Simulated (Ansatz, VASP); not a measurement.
# TlGeH in VASP and in Ansatz

File INCAR:

```
PREC     = Accurate       # precision mode
ENCUT    = 520            # plane-wave cutoff, eV
EDIFF    = 1E-6           # SCF threshold, eV
ISMEAR   = 0              # smearing method
SIGMA    = 0.1            # smearing width, eV
LREAL    = False          # projectors in reciprocal space
LASPH    = True           # aspherical terms in the spheres
NELM     = 80             # most SCF steps
ALGO     = Normal         # electronic algorithm
ISIF     = 2              # what is computed and relaxed
LWAVE    = False          # write WAVECAR
LCHARG   = False          # write CHGCAR
GGA      = PE             # functional
NBANDS   = 52             # bands
```

The input KPOINTS:

```
Automatic mesh
0
Gamma
  3 3 4
```

POSCAR

```
TlGeH
1.0
    7.0938254200      0.0000000000      0.0000000000
   -3.5469127100      6.1434330300      0.0000000000
    0.0000000000      0.0000000000      4.0718278100
Tl Ge H
3 3 3
Direct
    0.4145889300      0.4145889300      0.5000000000
    0.5854110700      0.0000000000      0.5000000000
    0.0000000000      0.5854110700      0.5000000000
    0.7588298900      0.7588298900      0.0000000000
    0.2411701100      0.0000000000      0.0000000000
    0.0000000000      0.2411701100      0.0000000000
    0.6666666700      0.3333333300      0.0000000000
    0.3333333300      0.6666666700      0.0000000000
    0.0000000000      0.0000000000      0.5000000000
```

Input for Ansatz:

```yaml
crystal:
  lattice:
    - [7.09382542, 0.0, 0.0]
    - [-3.54691271, 6.14343303, 0.0]
    - [0.0, 0.0, 4.07182781]
  atoms:
    - { symbol: Tl, position: [0.41458893, 0.41458893, 0.5] }
    - { symbol: Tl, position: [0.58541107, 0.0, 0.5] }
    - { symbol: Tl, position: [0.0, 0.58541107, 0.5] }
    - { symbol: Ge, position: [0.75882989, 0.75882989, 0.0] }
    - { symbol: Ge, position: [0.24117011, 0.0, 0.0] }
    - { symbol: Ge, position: [0.0, 0.24117011, 0.0] }
    - { symbol: H, position: [0.66666667, 0.33333333, 0.0] }
    - { symbol: H, position: [0.33333333, 0.66666667, 0.0] }
    - { symbol: H, position: [0.0, 0.0, 0.5] }
basis:
  ecutwfc: 420
kpoints:
  mp_grid: { grid: [3, 3, 4] }
hamiltonian:
  xc: pbe
scf:
  occupations: { method: gaussian, width: 0.1 }
  lower_state_search: "off"
output:
  forces: true
  stress: true
  eigenvalues: true
```

Change from the starting cell: species swapped into the LuAlAu type (P-62m, No. 189).

Alike in both runs: task single point; functional PBE; k mesh 3 × 3 × 4; occupations gaussian, width 0.1 eV; no spin polarisation.

|  | VASP | Ansatz |
| --- | --- | --- |
| version | VASP 6.6.1 | Ansatz 0.2.0 |
| potentials or method | VASP PAW PBE potentials, release 64 (Tl_d, Ge_d, H), cutoff 520 eV | scalar-relativistic, plane waves, PAW |
| valence electrons in the cell | 84 | 84 |

```tsv
	VASP	Ansatz	Ansatz less VASP
gap on the k mesh at the Fermi level (eV)	none	none	-
pressure (GPa)	-3.0	-2.9	+0.09
traceless stress, the component that is largest in VASP (GPa)	-0.76	-0.75	+0.007
rms of the force components (eV/Å)	0.166	0.166	+0.0007
```

Atom by atom the forces differ by 0.001 eV/Å (rms over components). A gap of «none» marks a metal or a gap that the smearing closes.

The k mesh is coarse, so the values compare programs but aren't converged. Neither program's run includes spin-orbit coupling.
